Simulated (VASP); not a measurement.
# SnSe (Fm-3m) in VASP: a series of runs, part 3 of 3

VASP 6.6.1. Earlier steps stand in the parts before.

## 5. Vibrations by perturbation theory, PBEsol

This run uses another cell than the first one, of 26.27 Å³/atom, 1.229 times its volume.

Input file INCAR:

```
SYSTEM = SnSe
PREC = Accurate
ENCUT = 500
EDIFF = 1E-8
ISMEAR = 0
SIGMA = 0.01
LREAL = .False.
LASPH = .True.
NELM = 120
ALGO = Normal
ISIF = 2
LWAVE = .False.
LCHARG = .False.
GGA = PS
NBANDS = 17
IBRION = 8
NSW = 1
LEPSILON = .True.
GGA_COMPAT = .False.
```

Input file KPOINTS:

```
regular mesh
0
Gamma
  8 8 8
  0 0 0
```

Input file POSCAR:

```
SnSe
1.0
    0.0000000000      2.9727546659      2.9727546659
    2.9727546659      0.0000000000      2.9727546659
    2.9727546659      2.9727546659      0.0000000000
Sn Se
1 1
Direct
    0.0000000000      0.0000000000      0.0000000000
    0.5000000000      0.5000000000      0.5000000000
```

Potentials or basis: VASP PAW PBE potentials, release 64 (Sn_d, Se).

Launch:

```sh
> cat potpaw_PBE.64/Sn_d/POTCAR potpaw_PBE.64/Se/POTCAR > POTCAR
> mpirun -np 1 vasp_std > vasp.out
```

OUTCAR:

```text
SYSTEM = SnSe
   PREC = Accurate
   ENCUT = 500
   EDIFF = 1E-8
   ISMEAR = 0
   LREAL = .False.
   LASPH = .True.
   NELM = 120
   ISIF = 2
   GGA = PS
   IBRION = 8
   NSW = 1
   LEPSILON = .True.

 ion  position               nearest neighbor table
   1  0.000  0.000  0.000-   2 2.97   2 2.97   2 2.97   2 2.97   2 2.97   2 2.97
   2  0.500  0.500  0.500-   1 2.97   1 2.97   1 2.97   1 2.97   1 2.97   1 2.97

  LATTYP: Found a face centered cubic cell.
 ALAT       =     5.9455093318

  Lattice vectors:

 A1 = (   0.0000000000,   2.9727546659,   2.9727546659)
 A2 = (   2.9727546659,   0.0000000000,   2.9727546659)
 A3 = (   2.9727546659,   2.9727546659,   0.0000000000)

Analysis of symmetry for initial positions (statically):
=====================================================================
 Subroutine PRICEL returns:
 Original cell was already a primitive cell.

 Routine SETGRP: Setting up the symmetry group for a
 face centered cubic supercell.

 Subroutine GETGRP returns: Found 48 space group operations
 (whereof 48 operations were pure point group operations)
 out of a pool of 48 trial point group operations.

The static configuration has the point symmetry O_h .

Analysis of symmetry for dynamics (positions and initial velocities):
=====================================================================
 Subroutine PRICEL returns:
 Original cell was already a primitive cell.

 Routine SETGRP: Setting up the symmetry group for a
 face centered cubic supercell.
[... 738 lines left out ...]

 PIEZOELECTRIC TENSOR (including local field effects)  for field in x, y, z        (C/m^2)
          XX          YY          ZZ          XY          YZ          ZX
  --------------------------------------------------------------------------------
  x     0.00000     0.00000     0.00000     0.00000     0.00000     0.00000
  y     0.00000     0.00000     0.00000     0.00000     0.00000     0.00000
  z     0.00000     0.00000     0.00000     0.00000     0.00000     0.00000

 BORN EFFECTIVE CHARGES (including local field effects) (in |e|, cummulative output)
 ---------------------------------------------------------------------------------
 ion    1
    1     5.80672     0.00000     0.00000
    2     0.00000     5.80672     0.00000
    3     0.00000     0.00000     5.80672
 ion    2
    1    -5.80672     0.00000     0.00000
    2     0.00000    -5.80672     0.00000
    3     0.00000     0.00000    -5.80672

 INTERNAL STRAIN TENSOR FOR ION    2 for displacements in x,y,z  (eV/Angst):
          X           Y           Z          XY          YZ          ZX
  --------------------------------------------------------------------------------
  x     0.00000     0.00000     0.00000     0.00000     0.00000     0.00000
  y     0.00000     0.00000     0.00000     0.00000     0.00000     0.00000
  z     0.00000     0.00000     0.00000     0.00000     0.00000     0.00000

 SECOND DERIVATIVES (NOT SYMMETRIZED)
 ------------------------------------
               1X          1Y          1Z          2X          2Y          2Z
  1X    -0.391262    0.000000    0.000000    0.391262    0.000000    0.000000
  1Y     0.000000   -0.391262    0.000000    0.000000    0.391262    0.000000
  1Z     0.000000    0.000000   -0.391262    0.000000    0.000000    0.391262
  2X     0.370278    0.000000    0.000000   -0.370278    0.000000    0.000000
  2Y     0.000000    0.370278    0.000000    0.000000   -0.370278    0.000000
  2Z     0.000000    0.000000    0.370278    0.000000    0.000000   -0.370278

 Eigenvectors and eigenvalues of the dynamical matrix
 ----------------------------------------------------

   1 f  =    1.397136 THz     8.778463 2PiTHz   46.603434 cm-1     5.778087 meV
             X         Y         Z           dx          dy          dz
      0.000000  0.000000  0.000000     0.392817   -0.508404    0.000000
      2.972755  2.972755  2.972755    -0.468523    0.606388    0.000000
[... 21 lines left out ...]
   6 f/i=    0.018958 THz     0.119114 2PiTHz    0.632355 cm-1     0.078402 meV
             X         Y         Z           dx          dy          dz
      0.000000  0.000000  0.000000     0.749376   -0.160172    0.000000
      2.972755  2.972755  2.972755     0.628288   -0.134291    0.000000

--------------------------------------------------------------------------------------------------------

 MACROSCOPIC STATIC DIELECTRIC TENSOR IONIC CONTRIBUTION
 ------------------------------------------------------
         304.855269    -0.000000     0.000000
          -0.000000   304.855269     0.000000
           0.000000     0.000000   304.855269
 ------------------------------------------------------

 ELASTIC MODULI CONTR FROM IONIC RELAXATION (kBar)
 Direction    XX          YY          ZZ          XY          YZ          ZX
 --------------------------------------------------------------------------------
 XX           0.0000      0.0000      0.0000      0.0000      0.0000      0.0000
 YY           0.0000      0.0000      0.0000      0.0000      0.0000      0.0000
 ZZ           0.0000      0.0000      0.0000      0.0000      0.0000      0.0000
 XY           0.0000      0.0000      0.0000      0.0000      0.0000      0.0000
 YZ           0.0000      0.0000      0.0000      0.0000      0.0000      0.0000
 ZX           0.0000      0.0000      0.0000      0.0000      0.0000      0.0000
 --------------------------------------------------------------------------------

 PIEZOELECTRIC TENSOR IONIC CONTR  for field in x, y, z        (C/m^2)
          XX          YY          ZZ          XY          YZ          ZX
  --------------------------------------------------------------------------------
  x     0.00000     0.00000     0.00000     0.00000     0.00000     0.00000
  y     0.00000     0.00000     0.00000     0.00000     0.00000     0.00000
  z     0.00000     0.00000     0.00000     0.00000     0.00000     0.00000
```

OSZICAR:

```text
N       E                     dE             d eps       ncg     rms          rms(c)
DAV:   1     0.131103800853E+03    0.13110E+03   -0.96361E+03   986   0.142E+03
DAV:   2     0.329247297170E+01   -0.12781E+03   -0.12409E+03  1043   0.336E+02
[... 208 lines left out ...]
RMM:   5    -0.832365748110E-01   -0.28225E-04   -0.25477E-06  3900   0.998E-03    0.379E-03
RMM:   6    -0.832234788482E-01    0.13096E-04   -0.28124E-07  3845   0.272E-03    0.174E-03
RMM:   7    -0.832196059833E-01    0.38729E-05   -0.46872E-08  3920   0.837E-04    0.265E-04
RMM:   8    -0.832195188983E-01    0.87085E-07    0.28479E-09  3964   0.255E-04    0.133E-04
RMM:   9    -0.832190965005E-01    0.42240E-06    0.25985E-07  3926   0.131E-04    0.149E-05
RMM:  10    -0.832190761854E-01    0.20315E-07    0.51561E-08  4232   0.670E-05    0.264E-06
RMM:  11    -0.832190804697E-01   -0.42843E-08   -0.97528E-08  3924   0.531E-05    0.166E-06
 Linear response finished
```

stdout:

```text
POSCAR found type information on POSCAR SnSe
 POSCAR found :  2 types and       2 ions
 scaLAPACK will be used
 -----------------------------------------------------------------------------
|                                                                             |
|                                                                             |
|     You enforced a specific xc type in the INCAR file but a different       |
[... 39 lines left out ...]
 force on displaced ion       1 direction 1 :  -0.391   0.000   0.000
 Born effective charge ion    1 direction 1 :   6.135   0.000   0.000
 Linear response progress:
 first order change of Fermi-energy  -0.34992E-02
 force on displaced ion       2 direction 1 :  -0.370   0.000   0.000
 Born effective charge ion    2 direction 1 :  -5.479   0.000   0.000
 Born effective charges drift removed
 Linear response finished
```

It took 3.6 min on 1 thread of Intel Xeon 6975P-C (Granite Rapids), shared host; peak memory 0.29 GiB.

What came out:

- Electronic dielectric tensor (diagonal): 29.12
- Born charges (mean of the diagonal): Sn +5.81; Se -5.81 e
- Highest phonon frequency at Γ, LO-TO splitting left out: 47 cm⁻¹

Phonon frequencies in cm⁻¹ (negative: imaginary):
| q point | frequencies |
| --- | --- |
| (0.000, 0.000, 0.000) | -1 -1 -1 47 47 47 |

Electronic dielectric tensor:
```
29.12  0.00  0.00
 0.00 29.12  0.00
 0.00  0.00 29.12
```

Born effective charge tensors (e):
atom 1, Sn
```
5.81 0.00 0.00
0.00 5.81 0.00
0.00 0.00 5.81
```
atom 2, Se
```
-5.81  0.00  0.00
 0.00 -5.81  0.00
 0.00  0.00 -5.81
```

Caveat: the PAW data sets were made with another functional, which shifts forces and pressure a little; spin-orbit coupling is left out, which moves the levels of the heavy elements.

## 6. Vibrations by perturbation theory, PBEsol (phonons at volume x 1.02)

Input file INCAR:

```
  ALGO = Normal
  EDIFF = 1E-8
  ENCUT = 500
  GGA = PS
  GGA_COMPAT = F
  IBRION = 8
  ISIF = 2
  ISMEAR = 0
  LASPH = T
  LCHARG = F
  LEPSILON = T
  LREAL = F
  LWAVE = F
  NELM = 120
  NSW = 1
  PREC = Accurate
  SIGMA = 0.01
```

Input file KPOINTS:

```
k-points
0
Gamma
  8 8 8
```

Input file POSCAR:

```
SnSe
1.0
    0.0000000000      2.9924423566      2.9924423566
    2.9924423566      0.0000000000      2.9924423566
    2.9924423566      2.9924423566      0.0000000000
Sn Se
1 1
Direct
    0.0000000000      0.0000000000      0.0000000000
    0.5000000000      0.5000000000      0.5000000000
```

Potentials or basis: VASP PAW PBE potentials, release 64 (Sn_d, Se).

Launch:

```sh
> cat potpaw_PBE.64/Sn_d/POTCAR potpaw_PBE.64/Se/POTCAR > POTCAR
> mpirun -np 1 vasp_std > vasp.out
```

OUTCAR:

```text
EDIFF = 1E-8
   ENCUT = 500
   GGA = PS
   IBRION = 8
   ISIF = 2
   ISMEAR = 0
   LASPH = T
   LEPSILON = T
   LREAL = F
   NELM = 120
   NSW = 1
   PREC = Accurate

 ion  position               nearest neighbor table
   1  0.000  0.000  0.000-   2 2.99   2 2.99   2 2.99   2 2.99   2 2.99   2 2.99
   2  0.500  0.500  0.500-   1 2.99   1 2.99   1 2.99   1 2.99   1 2.99   1 2.99

  LATTYP: Found a face centered cubic cell.
 ALAT       =     5.9848847132

  Lattice vectors:

 A1 = (   0.0000000000,   2.9924423566,   2.9924423566)
 A2 = (   2.9924423566,   0.0000000000,   2.9924423566)
 A3 = (   2.9924423566,   2.9924423566,   0.0000000000)

Analysis of symmetry for initial positions (statically):
=====================================================================
 Subroutine PRICEL returns:
 Original cell was already a primitive cell.

 Routine SETGRP: Setting up the symmetry group for a
 face centered cubic supercell.

 Subroutine GETGRP returns: Found 48 space group operations
[... 9 lines left out ...]

 Routine SETGRP: Setting up the symmetry group for a
 face centered cubic supercell.

 Subroutine GETGRP returns: Found 48 space group operations
[... 11 lines left out ...]
                                     Primitive cell

  volume of cell :      53.5929

  direct lattice vectors                    reciprocal lattice vectors
     0.000000000  2.992442357  2.992442357    -0.167087596  0.167087596  0.167087596
[... 646 lines left out ...]
  z     0.00000     0.00000     0.00000     0.00000     0.00000     0.00000

 PIEZOELECTRIC TENSOR (including local field effects)  for field in x, y, z        (C/m^2)
          XX          YY          ZZ          XY          YZ          ZX
  --------------------------------------------------------------------------------
  x     0.00000     0.00000     0.00000     0.00000     0.00000     0.00000
  y     0.00000     0.00000     0.00000     0.00000     0.00000     0.00000
  z     0.00000     0.00000     0.00000     0.00000     0.00000     0.00000

 BORN EFFECTIVE CHARGES (including local field effects) (in |e|, cummulative output)
 ---------------------------------------------------------------------------------
 ion    1
    1     5.77668     0.00000     0.00000
    2     0.00000     5.77668     0.00000
    3     0.00000     0.00000     5.77668
 ion    2
    1    -5.77668     0.00000     0.00000
    2     0.00000    -5.77668     0.00000
    3     0.00000     0.00000    -5.77668

 INTERNAL STRAIN TENSOR FOR ION    2 for displacements in x,y,z  (eV/Angst):
          X           Y           Z          XY          YZ          ZX
  --------------------------------------------------------------------------------
  x     0.00000     0.00000     0.00000     0.00000     0.00000     0.00000
  y     0.00000     0.00000     0.00000     0.00000     0.00000     0.00000
  z     0.00000     0.00000     0.00000     0.00000     0.00000     0.00000

 SECOND DERIVATIVES (NOT SYMMETRIZED)
 ------------------------------------
               1X          1Y          1Z          2X          2Y          2Z
  1X    -0.178210    0.000000    0.000000    0.178210    0.000000    0.000000
  1Y     0.000000   -0.178210    0.000000    0.000000    0.178210    0.000000
  1Z     0.000000    0.000000   -0.178210    0.000000    0.000000    0.178210
  2X     0.153073    0.000000    0.000000   -0.153073    0.000000    0.000000
  2Y     0.000000    0.153073    0.000000    0.000000   -0.153073    0.000000
  2Z     0.000000    0.000000    0.153073    0.000000    0.000000   -0.153073

 Eigenvectors and eigenvalues of the dynamical matrix
 ----------------------------------------------------

   1 f  =    0.917547 THz     5.765120 2PiTHz   30.606085 cm-1     3.794669 meV
             X         Y         Z           dx          dy          dz
      0.000000  0.000000  0.000000    -0.660759   -0.000000    0.000000
      2.992442  2.992442  2.992442     0.750598    0.000000    0.000000
[... 21 lines left out ...]
   6 f/i=    0.034579 THz     0.217265 2PiTHz    1.153426 cm-1     0.143007 meV
             X         Y         Z           dx          dy          dz
      0.000000  0.000000  0.000000     0.661903    0.334950   -0.114412
      2.992442  2.992442  2.992442     0.582680    0.294860   -0.100718

--------------------------------------------------------------------------------------------------------

 MACROSCOPIC STATIC DIELECTRIC TENSOR IONIC CONTRIBUTION
 ------------------------------------------------------
         678.263525     0.000000     0.000000
           0.000000   678.263525     0.000000
           0.000000     0.000000   678.263525
 ------------------------------------------------------

 ELASTIC MODULI CONTR FROM IONIC RELAXATION (kBar)
 Direction    XX          YY          ZZ          XY          YZ          ZX
 --------------------------------------------------------------------------------
 XX           0.0000      0.0000      0.0000      0.0000      0.0000      0.0000
 YY           0.0000      0.0000      0.0000      0.0000      0.0000      0.0000
 ZZ           0.0000      0.0000      0.0000      0.0000      0.0000      0.0000
 XY           0.0000      0.0000      0.0000      0.0000      0.0000      0.0000
 YZ           0.0000      0.0000      0.0000      0.0000      0.0000      0.0000
 ZX           0.0000      0.0000      0.0000      0.0000      0.0000      0.0000
 --------------------------------------------------------------------------------

 PIEZOELECTRIC TENSOR IONIC CONTR  for field in x, y, z        (C/m^2)
          XX          YY          ZZ          XY          YZ          ZX
  --------------------------------------------------------------------------------
  x     0.00000     0.00000     0.00000     0.00000     0.00000     0.00000
  y     0.00000     0.00000     0.00000     0.00000     0.00000     0.00000
  z     0.00000     0.00000     0.00000     0.00000     0.00000     0.00000
```

OSZICAR:

```text
N       E                     dE             d eps       ncg     rms          rms(c)
DAV:   1     0.126075619816E+03    0.12608E+03   -0.99032E+03   818   0.169E+03
[... 201 lines left out ...]
RMM:   6    -0.833779413317E-01    0.13065E-04   -0.20731E-07  2963   0.313E-03    0.162E-03
RMM:   7    -0.833755407269E-01    0.24006E-05   -0.18930E-08  3005   0.881E-04    0.309E-04
RMM:   8    -0.833752223077E-01    0.31842E-06   -0.40140E-09  3152   0.253E-04    0.153E-04
RMM:   9    -0.833747418179E-01    0.48049E-06    0.15388E-07  3029   0.109E-04    0.149E-05
RMM:  10    -0.833746800425E-01    0.61775E-07    0.42671E-08  3271   0.349E-05    0.707E-06
RMM:  11    -0.833746996036E-01   -0.19561E-07   -0.70752E-08  2935   0.161E-05    0.151E-06
RMM:  12    -0.833747028149E-01   -0.32114E-08    0.18247E-09  2594   0.102E-05    0.748E-07
 Linear response finished
```

stdout:

```text
POSCAR found type information on POSCAR SnSe
 POSCAR found :  2 types and       2 ions
 scaLAPACK will be used
 -----------------------------------------------------------------------------
|                                                                             |
|                                                                             |
|     You enforced a specific xc type in the INCAR file but a different       |
[... 39 lines left out ...]
 force on displaced ion       1 direction 1 :  -0.178   0.000   0.000
 Born effective charge ion    1 direction 1 :   6.083   0.000   0.000
 Linear response progress:
 first order change of Fermi-energy  -0.35326E-03
 force on displaced ion       2 direction 1 :  -0.153   0.000   0.000
 Born effective charge ion    2 direction 1 :  -5.470   0.000   0.000
 Born effective charges drift removed
 Linear response finished
```

It took 3 min on 1 thread of Intel Xeon 6975P-C (Granite Rapids), shared host; peak memory 0.28 GiB.

What came out:

| Item | Value |
| --- | --- |
| Electronic dielectric tensor (diagonal) | 28.62 |
| Born charges (mean of the diagonal) | Sn +5.78; Se -5.78 e |
| Highest phonon frequency at Γ, LO-TO splitting left out | 31 cm⁻¹ |

Phonon frequencies in cm⁻¹ (negative: imaginary):
```tsv
q point	frequencies
(0.000, 0.000, 0.000)	-1 -1 -1 31 31 31
```

Electronic dielectric tensor:
```
28.62  0.00  0.00
 0.00 28.62  0.00
 0.00  0.00 28.62
```

Born effective charge tensors (e):
atom 1, Sn
```
5.78 0.00 0.00
0.00 5.78 0.00
0.00 0.00 5.78
```
atom 2, Se
```
-5.78  0.00  0.00
 0.00 -5.78  0.00
 0.00  0.00 -5.78
```

Caveat: the cell differs from its parent crystal (phonons at volume x 1.02); the cell wasn't relaxed at this level first, which shifts response properties; the PAW data sets were made with another functional, which shifts forces and pressure a little; spin-orbit coupling is left out, which moves the levels of the heavy elements.
